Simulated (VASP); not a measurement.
## W10N: single point with PBE+D3(BJ)

W10N, a slab with vacuum:

```
W N
1.0
     6.31875    0.00000    0.00000
     0.00000    6.31875    0.00000
     0.00000    0.00000   24.38525
W N
20 2
Direct
  0.25000 0.75000 0.32807
  0.25000 0.25000 0.32807
  0.75000 0.75000 0.32807
  0.75000 0.25000 0.32807
  0.50000 0.50000 0.39285
  0.50000 0.00000 0.39285
  0.00000 0.50000 0.39285
  0.00000 0.00000 0.39285
  0.75253 0.24748 0.45767
  0.74800 0.75179 0.45773
  0.24821 0.25199 0.45773
  0.25074 0.74928 0.45760
  0.00307 0.99689 0.52369
  0.99564 0.50388 0.52332
  0.49610 0.00431 0.52333
  0.50478 0.49518 0.52277
  0.28017 0.71969 0.58364
  0.22362 0.27719 0.58420
  0.72285 0.77627 0.58420
  0.77464 0.22523 0.58835
  0.78722 0.21092 0.67235
  0.79015 0.20689 0.71870
```

| Quantity | Value |
| --- | --- |
| Program | VASP 6.6.1 |
| Task | single point |
| Functional | PBE |
| Dispersion | D3(BJ) |
| Potentials or basis | VASP PAW PBE potentials, release 64 (W_sv, N) |
| Cutoff | 520 eV |
| k mesh | 3 × 3 × 1 |
| Occupations | gaussian, width 0.1 eV |
| Spin | no spin polarisation |

```json
{"Largest force": "1.396 eV/Å", "Band gap on the k mesh": "zero (band 145 reaches 1.12 eV, above the bottom of band 146 at 0.95 eV)", "Dispersion energy per atom": "-0.439 eV"}
```

Forces on the atoms (eV/Å):
```
W   -0.019  0.019  1.334
W    0.026 -0.023  1.295
W    0.023 -0.026  1.294
W   -0.056  0.056  1.349
W   -0.018  0.018 -1.396
W    0.043  0.009 -1.364
W   -0.008 -0.042 -1.365
W    0.008 -0.007 -1.321
W    0.004 -0.006  0.001
W   -0.004  0.003 -0.001
W   -0.004  0.002 -0.001
W    0.003 -0.004 -0.003
W    0.011 -0.011 -0.003
W   -0.018  0.013 -0.007
W   -0.013  0.019 -0.007
W    0.021 -0.020 -0.012
W   -0.027  0.027  0.056
W    0.019 -0.022  0.057
W    0.021 -0.018  0.056
W   -0.016  0.016  0.010
N   -0.016  0.024 -1.088
N    0.021 -0.026  1.116
```

Levels at points of the mesh, in eV from the Fermi level:
```tsv
k point	band 142	band 143	band 144	band 145	band 146	band 147
(0.00, 0.00, 0.00)	-0.24	-0.20	-0.06	0.03	0.07	0.12
```

It took 60 min on 1 thread of Intel(R) Xeon(R) Platinum 8488C (Sapphire Rapids) (shared host), peak memory 1.1 GiB.

Caveat: the standard files for N, O and F lose accuracy on very short bonds; spin-orbit coupling is left out, which moves the levels of the heavy elements.
